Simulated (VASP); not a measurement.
Here is a VASP 6.6.1 calculation.

Contents of INCAR:

```
ALGO = Normal
EDIFF = 1E-6
ENCUT = 520
GGA = PE
ISIF = 2
ISMEAR = 0
LASPH = T
LCHARG = F
LREAL = Auto
LWAVE = F
NBANDS = 82
NELECT = 136.0
NELM = 60
PREC = Accurate
SIGMA = 0.05
```

KPOINTS

```
k-points
0
Gamma
  4 4 4
```

File POSCAR:

```
Zn8O7
1.0
   -3.2794753222      0.0000000000     -5.2931304608
   -3.2794753222      0.0000000000      5.2931304608
    3.2794753222      5.6802178802      0.0000000000
Zn O
8 7
Direct
    0.6871102514      0.5970472908      0.3501370972
    0.1547756546      0.1550346695      0.3470766512
    0.6606972882      0.6675508884      0.8348058296
    0.1523569061      0.1559840602      0.8412457235
    0.0267574613      0.5646096871      0.1339860576
    0.6110262473      0.0920328047      0.1253300516
    0.1011987206      0.5929230451      0.6637995372
    0.5989004256      0.1384781825      0.6915127347
    0.9929342596      0.3686953476      0.3257251815
    0.4871240608      0.8639638184      0.8030618008
    0.9891338355      0.3684340390      0.8314276142
    0.8621459329      0.7658569780      0.1779935244
    0.4031012486      0.2233093453      0.2014288931
    0.9000254722      0.7693812334      0.6841228773
    0.3818330153      0.2786887599      0.6827908862
```

Potentials or basis: VASP PAW PBE potentials, release 64 (Zn, O).

The run is started by

```sh
$ cat potpaw_PBE.64/Zn/POTCAR potpaw_PBE.64/O/POTCAR > POTCAR
$ mpirun -np 1 vasp_std > vasp.out
```

(1) What does it give for the largest force?

## Answers

(1) 0.956 eV/Å.

Caveat: the cell carries a net charge on a neutralising background, which shifts energy and pressure.
